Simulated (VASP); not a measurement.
Hf, 1 atom in the cell. Symmetry: Fm-3m, No. 225, cubic system. Conventional cell: a = 4.440 Å, b = 4.440 Å, c = 4.440 Å, α = 90.00°, β = 90.00°, γ = 90.00°. Within 4.1 Å of Hf (site symmetry m-3m) lie 12 Hf at 3.14 Å. 

```yaml
Program: VASP 6.6.1
Task: single point
Functional: PBEsol
Potentials_or_basis: VASP PAW PBE potentials, release 64 (Hf_pv)
Cutoff: 520 eV
k_mesh: 10 × 10 × 10
Occupations: fermi-dirac, width 0.05 eV
Spin: non-collinear spin, zero start, spin-orbit coupling
Starting_moments: "[[0.0, 0.0, 0.0]] μB"
Dipole_correction: no
Further_INCAR_settings: ALGO = Fast; EDIFF = 1e-07; NBANDS = 21
```

Potentials or basis: VASP PAW PBE potentials, release 64 (Hf_pv).

The run is started by

```sh
$ cat potpaw_PBE.64/Hf_pv/POTCAR > POTCAR
$ mpirun -np 1 vasp_ncl > vasp.out
```

Hardware: 1 thread of Intel(R) Xeon(R) Platinum 8559C (Emerald Rapids), on a shared host.

Task: Estimate the wall time of this run.

Result: It took 25 s on 1 thread of Intel(R) Xeon(R) Platinum 8559C (Emerald Rapids), with other jobs on the host, peak memory 0.2 GiB. Counts: scf iterations 14, k points 47.
